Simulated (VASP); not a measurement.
# ZnS (Wurtzite-2H) (P6_3mc) in VASP: single point with PBE-based global hybrid

Aim: the single point of ZnS (Wurtzite-2H) with PBE-based global hybrid.

Everything below comes from runs of VASP 6.6.1. Logs are shortened: lines on timing, memory, paths and dates and some standing lists are left out, and cuts for length are marked.

### Step 1. The cell of the first run

It takes space group P6_3mc (No. 186, hexagonal). Conventional cell: a = 3.811 Å, b = 3.811 Å, c = 6.234 Å, α = 90.00°, β = 90.00°, γ = 120.00°. Within 3.1 Å of Zn (site symmetry 3m) lie 4 S at 2.31 to 2.40 Å. Within 3.1 Å of S (site symmetry 3m) lie 4 Zn at 2.31 to 2.40 Å.

### Step 2. Single point, PBE-based global hybrid

Contents of POSCAR:

```
ZnS
1.0
    3.8110000000      0.0000000000      0.0000000000
   -1.9055000000      3.3004200000      0.0000000000
    0.0000000000      0.0000000000      6.2340000000
Zn S
2 2
Direct
    0.3333333333      0.6666666667      0.0000000000
    0.6666666667      0.3333333333      0.5000000000
    0.3333333333      0.6666666667      0.3850000000
    0.6666666667      0.3333333333      0.8850000000
```

Contents of INCAR.step1:

```
SYSTEM = ZnS
  PREC = Accurate
  ENCUT = 400
  EDIFF = 1E-5
  ISMEAR = 0
  SIGMA = 0.01
  LREAL = .FALSE.
  LASPH = .TRUE.
  NELM = 120
  ALGO = Normal
  ISIF = 2
  LWAVE = .TRUE.
  LCHARG = .FALSE.
  NBANDS = 26
  GGA = PE
  GGA_COMPAT = .FALSE.
```

Contents of INCAR.step2:

```
SYSTEM = ZnS
  PREC = Accurate
  ENCUT = 400
  EDIFF = 1E-6
  ISMEAR = 0
  SIGMA = 0.01
  LREAL = .FALSE.
  LASPH = .TRUE.
  NELM = 120
  ALGO = Normal
  ISIF = 2
  LWAVE = .FALSE.
  LCHARG = .FALSE.
  GGA = PE
  LHFCALC = .TRUE.
  AEXX = 0.35
  PRECFOCK = Normal
  NBANDS = 26
  ISTART = 1
  GGA_COMPAT = .FALSE.
```

Contents of KPOINTS:

```
regular mesh
0
G
  4 4 2
  0 0 0
```

Potentials or basis: VASP PAW PBE potentials, release 64 (Zn, S).

Started as:

```console
$ cat potpaw_PBE.64/Zn/POTCAR potpaw_PBE.64/S/POTCAR > POTCAR
$ cp INCAR.step1 INCAR
$ mpirun -np 1 vasp_std > vasp.out
$ cp INCAR.step2 INCAR
$ mpirun -np 1 vasp_std > vasp.out
```

OUTCAR:

```text
SYSTEM = ZnS
   PREC = Accurate
   ENCUT = 400
   EDIFF = 1E-6
   ISMEAR = 0
   LREAL = .FALSE.
   LASPH = .TRUE.
   NELM = 120
   ISIF = 2
   GGA = PE
   LHFCALC = .TRUE.
   AEXX = 0.35
   PRECFOCK = Normal
   ISTART = 1

 ion  position               nearest neighbor table
   1  0.333  0.667  0.000-   4 2.31   4 2.31   4 2.31   3 2.40
   2  0.667  0.333  0.500-   3 2.31   3 2.31   3 2.31   4 2.40
   3  0.333  0.667  0.385-   2 2.31   2 2.31   2 2.31   1 2.40
   4  0.667  0.333  0.885-   1 2.31   1 2.31   1 2.31   2 2.40

  LATTYP: Found a hexagonal cell.
 ALAT       =     3.8110000000
 C/A-ratio  =     1.6357911309

  Lattice vectors:

 A1 = (   3.8110000000,   0.0000000000,   0.0000000000)
 A2 = (  -1.9055000000,   3.3004200000,   0.0000000000)
 A3 = (   0.0000000000,   0.0000000000,   6.2340000000)

Analysis of symmetry for initial positions (statically):
=====================================================================
 Subroutine PRICEL returns:
 Original cell was already a primitive cell.

 Routine SETGRP: Setting up the symmetry group for a
 hexagonal supercell.

 Subroutine GETGRP returns: Found 12 space group operations
 (whereof  6 operations were pure point group operations)
 out of a pool of 24 trial point group operations.

The static configuration has the point symmetry C_3v.
 The point group associated with its full space group is C_6v.

Analysis of symmetry for dynamics (positions and initial velocities):
=====================================================================
 Subroutine PRICEL returns:
 Original cell was already a primitive cell.

 Routine SETGRP: Setting up the symmetry group for a
 hexagonal supercell.

 Subroutine GETGRP returns: Found 12 space group operations
 (whereof  6 operations were pure point group operations)
 out of a pool of 24 trial point group operations.

The dynamic configuration has the point symmetry C_3v.
 The point group associated with its full space group is C_6v.

 Subroutine INISYM returns: Found 12 space group operations
 (whereof  6 operations are pure point group operations),
 and found     1 'primitive' translations

----------------------------------------------------------------------------------------

                                     Primitive cell

  volume of cell :      78.4106

  direct lattice vectors                    reciprocal lattice vectors
     3.811000000  0.000000000  0.000000000     0.262398321  0.151495870  0.000000000
    -1.905500000  3.300420000  0.000000000     0.000000000  0.302991740  0.000000000
     0.000000000  0.000000000  6.234000000     0.000000000  0.000000000  0.160410651

  length of vectors
     3.811000000  3.810997563  6.234000000     0.302991547  0.302991740  0.160410651

  position of ions in fractional coordinates (direct lattice)
     0.333333333  0.666666667  0.000000000
     0.666666667  0.333333333  0.500000000
     0.333333333  0.666666667  0.385000000
     0.666666667  0.333333333  0.885000000

  ion indices of the primitive-cell ions
   primitive index   ion index
                 1           1
                 2           2
                 3           3
                 4           4

----------------------------------------------------------------------------------------

 KPOINTS: regular mesh

Automatic generation of k-mesh.
 Grid dimensions read from file:
 generate k-points for:    4    4    2

 Generating k-lattice:

  Cartesian coordinates                     Fractional coordinates (reciprocal lattice)
     0.065599580  0.037873968  0.000000000     0.250000000  0.000000000  0.000000000
     0.000000000  0.075747935  0.000000000     0.000000000  0.250000000  0.000000000
     0.000000000  0.000000000  0.080205326     0.000000000  0.000000000  0.500000000

  Length of vectors
     0.075747887  0.075747935  0.080205326

  Shift w.r.t. Gamma in fractional coordinates (k-lattice)
     0.000000000  0.000000000  0.000000000

 Subroutine IBZKPT returns following result:
 ===========================================

 Found      8 irreducible k-points:

 Following reciprocal coordinates:
            Coordinates               Weight
  0.000000  0.000000  0.000000      1.000000
  0.250000  0.000000  0.000000      6.000000
  0.500000  0.000000  0.000000      3.000000
  0.250000  0.250000  0.000000      6.000000
  0.000000  0.000000  0.500000      1.000000
  0.250000  0.000000  0.500000      6.000000
  0.500000  0.000000  0.500000      3.000000
  0.250000  0.250000  0.500000      6.000000
   k-points           NKPTS =      8   k-points in BZ     NKDIM =     32   number of bands    NBANDS=     26
   number of dos      NEDOS =    301   number of ions     NIONS =      4
   total plane-waves  NPLWV =  32928
   dimension x,y,z NGX =    28 NGY =   28 NGZ =   42
   dimension x,y,z NGXF=    56 NGYF=   56 NGZF=   84
   ions per type =               2   2
   NGX,Y,Z   is equivalent  to a cutoff of  12.21, 12.21, 11.20 a.u.
   NGXF,Y,Z  is equivalent  to a cutoff of  24.43, 24.43, 22.40 a.u.
 SYSTEM =  ZnS
   PREC   = accura    normal or accurate (medium, high low for compatibility)
   ISTART =      1    job   : 0-new  1-cont  2-samecut
   ICHARG =      0    charge: 1-file 2-atom 10-const
   ISPIN  =      1    spin polarized calculation?
   LNONCOLLINEAR =      F non collinear calculations
   LSORBIT =      F    spin-orbit coupling
   LASPH  =      T    aspherical Exc in radial PAW
   ENCUT  =  400.0 eV  29.40 Ry    5.42 a.u.   6.21  6.21 10.17*2*pi/ulx,y,z
   NELM   =    120;   NELMIN=  2; NELMDL=  0     # of ELM steps
   EDIFF  = 0.1E-05   stopping-criterion for ELM
   LREAL  =      F    real-space projection
   EDIFFG = 0.1E-04   stopping-criterion for IOM
   NSW    =      0    number of steps for IOM
   IBRION =     -1    ionic relax: 0-MD 1-quasi-New 2-CG
   NFREE  =      0    steps in history (QN), initial steepest desc. (CG)
   ISIF   =      2    stress and relaxation
   ISYM   =      3    0-nonsym 1-usesym 2-fastsym
   POTIM  = 0.5000    time-step for ionic-motion
   TEBEG  =    0.0;   TEEND  =   0.0 temperature during run
   PSTRESS=    0.0 pullay stress
   NELECT =      36.0000    total number of electrons
   NUPDOWN=      -1.0000    fix difference up-down
   EMIN   =  10.00;   EMAX   =-10.00  energy-range for DOS
   EFERMI =   0.00;   METHOD = LEGACY
   ISMEAR =     0;   SIGMA  =   0.01  broadening in eV -4-tet -1-fermi 0-gaus
   EFERMI_NEDOS =   21; number of points for ismear=-14 and -15
   IALGO  =     38    algorithm
   IMIX   =      1    mixing-type and parameters
     AMIX     =   0.40;   BMIX     =  1.00
     AMIX_MAG =   1.60;   BMIX_MAG =  1.00
  volume/ion in A,a.u.               =      19.60       132.29
  Fermi-wavevector in a.u.,A,eV,Ry     =   1.262944  2.386618 21.701659  1.595027
  Thomas-Fermi vector in A             =   2.396326
   LORBIT       =      0    0 simple, 1 ext, 2 COOP (PROOUT), +10 PAW based schemes
   GGA     = PE    functional components
   LHFCALC =     T    Hartree Fock is set to
   PRECFOCK=normal    Normal, Fast or Accurate (Low or Medium for compatibility)
   ENCUT4O =  -1.0   cutoff for four orbital integrals eV
   NKREDX  =     1    reduce k-point grid by
   NKREDY  =     1    reduce k-point grid by
   NKREDZ  =     1    reduce k-point grid by
   AEXX    =    0.3500 exact exchange contribution
   HFSCREEN=    0.0000 screening length (either q_TF or 0.3 A-1)
   HFSCREENC=   0.0000 screening length for correlation (either q_TF or 0.3 A-1)
   ENCUTFOCK=  -1.0 apply spherical cutoff to Coloumb kernel
   IVDW    =     0    specifies the selected vdW correction
   LEPSILON=     F    determine dielectric tensor
   LRPA    =     F    only Hartree local field effects (RPA)
 non-spin polarized calculation
 Gauss-broadening in eV      SIGMA  =   0.01
  energy-cutoff  :      400.00
  volume of cell :       78.41
 maximum number of plane-waves:      1448
 NGX is ok and might be reduce to    28
  NGX = 20; NGY = 20; NGZ = 32

 number of electron      35.9999957 magnetization

 Free energy of the ion-electron system (eV)
  ---------------------------------------------------
  ext. energy  EPLUGINS =         0.00000000
  ---------------------------------------------------
  free energy    TOTEN  =       -19.65737582 eV

  energy without entropy =      -19.65737582  energy(sigma->0) =      -19.65737582

 E-fermi :   0.7058     XC(G=0):  -6.7921

 val. band max:        0.6085581847   @ k =   0.0000   0.0000   0.0000
 cond. band min:       5.6042798190   @ k =   0.0000   0.0000   0.0000
 fundamental gap:      4.9957216343
 Fermi energy:         0.7057915195

 k-point     1 :       0.0000    0.0000    0.0000
  band No.  band energies     occupation
      1     -14.3170      2.00000
      2     -13.3064      2.00000
      3      -7.9465      2.00000
      4      -7.9465      2.00000
      5      -7.8999      2.00000
      6      -7.8839      2.00000
[... 18 lines left out ...]
     25      11.2002      0.00000
     26      12.9324      0.00000

 k-point     2 :       0.2500    0.0000    0.0000
  band No.  band energies     occupation
      1     -13.8842      2.00000
      2     -13.0892      2.00000
      3      -7.8970      2.00000
      4      -7.8743      2.00000
      5      -7.8286      2.00000
      6      -7.7839      2.00000
[... 18 lines left out ...]
     25      12.0287      0.00000
     26      12.5351      0.00000

 k-point     3 :       0.5000    0.0000    0.0000
  band No.  band energies     occupation
      1     -13.2942      2.00000
      2     -12.9510      2.00000
      3      -7.8596      2.00000
      4      -7.8231      2.00000
      5      -7.6842      2.00000
      6      -7.6478      2.00000
[... 108 lines left out ...]
 k-point     7 :       0.5000    0.0000    0.5000
  band No.  band energies     occupation
      1     -13.1102      2.00000
      2     -13.1102      2.00000
      3      -7.8327      2.00000
      4      -7.8327      2.00000
      5      -7.7516      2.00000
      6      -7.7516      2.00000
[... 18 lines left out ...]
     25      12.9543      0.00000
     26      12.9543      0.00000

 k-point     8 :       0.2500    0.2500    0.5000
  band No.  band energies     occupation
      1     -13.1171      2.00000
      2     -13.1171      2.00000
      3      -7.7926      2.00000
      4      -7.7926      2.00000
      5      -7.7516      2.00000
      6      -7.7516      2.00000
[... 18 lines left out ...]
     25      12.0642      0.00000
     26      12.0642      0.00000

------------------------ aborting loop because EDIFF is reached ----------------------------------------

  FORCE on cell =-STRESS in cart. coord.  units (eV):
  Direction    XX          YY          ZZ          XY          YZ          ZX
  --------------------------------------------------------------------------------------
  -------------------------------------------------------------------------------------
  Total        0.7846695      0.7846682     -0.4779396      0.0000000     -0.0000000     -0.0000000
  in kB       16.0332806     16.0332532     -9.7658191      0.0000000     -0.0000000     -0.0000000
  external PRESSURE =       7.4335716 kB  Pullay stress =       0.0000000 kB

 VOLUME and BASIS-vectors are now :
 -----------------------------------------------------------------------------
  energy-cutoff  :      400.00
  volume of cell :       78.41
      direct lattice vectors                 reciprocal lattice vectors
     3.811000000  0.000000000  0.000000000     0.262398321  0.151495870  0.000000000
    -1.905500000  3.300420000  0.000000000     0.000000000  0.302991740  0.000000000
     0.000000000  0.000000000  6.234000000     0.000000000  0.000000000  0.160410651

 POSITION                                       TOTAL-FORCE (eV/Angst)
 -----------------------------------------------------------------------------------
     -0.00000      2.20028      0.00000         0.000000     -0.000000      0.338155
      1.90550      1.10014      3.11700         0.000000      0.000000      0.338155
     -0.00000      2.20028      2.40009         0.000000     -0.000000     -0.338155
      1.90550      1.10014      5.51709        -0.000000     -0.000000     -0.338155
 -----------------------------------------------------------------------------------
    total drift:                               -0.000000     -0.000000     -0.000079

  FREE ENERGIE OF THE ION-ELECTRON SYSTEM (eV)
  ---------------------------------------------------
  free  energy   TOTEN  =       -19.6573758155 eV

  energy  without entropy=      -19.6573758155  energy(sigma->0) =      -19.65737582
```

Run time: 24 min. Hardware: 1 thread of AMD EPYC 7R43 (Zen 3), shared host; peak memory 0.14 GiB.

Results:

| Property | Result |
| --- | --- |
| Free energy | -19.6574 eV |
| Pressure | 0.7 GPa |
| Largest force | 0.338 eV/Å |
| Band gap on the k mesh | 5.00 eV, direct |

Forces in eV/Å, atoms in the order of the input:
```
Zn   0.000  0.000  0.338
Zn   0.000  0.000  0.338
S    0.000  0.000 -0.338
S    0.000  0.000 -0.338
```

Caveat: the k points lie up to 0.50 Å⁻¹ apart; the PAW data sets were made with another functional, which shifts forces and pressure a little.
